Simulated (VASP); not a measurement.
Ta2N:

```
Ta N
1.0
     3.11286    0.00000    0.00000
    -1.55643    2.69582    0.00000
     0.00000    0.00000    4.86984
Ta N
2 1
Direct
  0.66667 0.33333 0.74529
  0.33333 0.66667 0.25471
  0.00000 0.00000 0.00000
```

| Property | Result |
| --- | --- |
| Program | VASP 6.6.1 |
| Task | relaxation of cell and atoms |
| Functional | PBEsol |
| Potentials or basis | VASP PAW PBE potentials, release 64 (Ta_pv, N) |
| Cutoff | 600 eV |
| k mesh | 9 × 9 × 4 |
| Occupations | gaussian, width 0.1 eV |
| Spin | no spin polarisation |

At the start: pressure -8.7 GPa; volume 13.62 Å³/atom.

Problem. How do energy, volume and symmetry change on relaxing?

Solution. Over 6 steps the energy falls by 12.4 meV/atom and the volume is 13.23 Å³/atom (-2.9 %); space group P-3m1 (No. 164, to 0.1 Å) before and after.

Step by step:
```tsv
step	energy change (eV)	largest force (eV/Å)	pressure (GPa)	volume (Å³)
1	0.0000	0.4227	-8.70	40.87
2	0.2347	0.8900	29.70	36.65
3	-0.0364	0.1295	-0.13	39.68
4	-0.0364	0.1189	0.15	39.65
5	-0.0364	0.1119	0.35	39.62
6	-0.0371	0.0059	0.22	39.68
```

Final structure:
```
Ta N
1.0
     3.08490    0.00000    0.00000
    -1.54245    2.67160    0.00000
     0.00000    0.00000    4.81410
Ta N
2 1
Direct
  0.66667 0.33333 0.74742
  0.33333 0.66667 0.25258
  0.00000 0.00000 0.00000
```

Caveat: the PAW data sets were made with another functional, which shifts forces and pressure a little.
